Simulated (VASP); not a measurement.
Set up this calculation in VASP 6.6.1, as the native input.

| Item | Value |
| --- | --- |
| Task | single point |
| Functional | LDA |
| Potentials or basis | VASP PAW LDA potentials, release 64 (Zr_sv, B) |
| Cutoff | 520 eV |
| k mesh | 18 × 18 × 12 |
| Occupations | gaussian, width 0.15 eV |
| Spin | no spin polarisation |
| Dipole correction | no |
| Further INCAR settings | ALGO = Normal; EDIFF = 1e-06; NBANDS = 16 |

The structure of ZrB2 lies in POSCAR:

```
ZrB2
1.0
    2.9083194764      0.0000000000      0.0000000000
   -1.4541597382      2.5186785489      0.0000000000
    0.0000000000      0.0000000000      3.8858056524
Zr B
1 2
Direct
    0.0000000000      0.0000000000      0.0000000000
    0.3333333333      0.6666666667      0.5000000000
    0.6666666667      0.3333333333      0.5000000000
```

This cell differs from its parent crystal: volume 9.488 Å^3 an atom, c/a of the conventional cell 1.3361.

These files were run (other wordings do the same):

INCAR

```
SYSTEM = ZrB2
PREC = Accurate
ENCUT = 520
EDIFF = 1E-6
ISMEAR = 0
SIGMA = 0.15
LREAL = .False.
LASPH = .True.
NELM = 80
ALGO = Normal
ISIF = 2
LWAVE = .False.
LCHARG = .False.
NBANDS = 16
```

KPOINTS

```
Automatic mesh
0
Gamma
  18 18 12
  0 0 0
```

Potentials or basis: VASP PAW LDA potentials, release 64 (Zr_sv, B).

Run with:

```sh
$ cat potpaw_LDA.64/Zr_sv/POTCAR potpaw_LDA.64/B/POTCAR > POTCAR
$ mpirun -np 1 vasp_std > vasp.out
```

Results of the run:

- Pressure: 17.5 GPa
- Band gap on the k mesh: zero (band 9 reaches 11.32 eV, above the bottom of band 10 at 10.39 eV)

Run time: 60 s on 1 thread of Intel(R) Xeon(R) Platinum 8488C (Sapphire Rapids), on a shared host, peak memory 0.23 GiB.
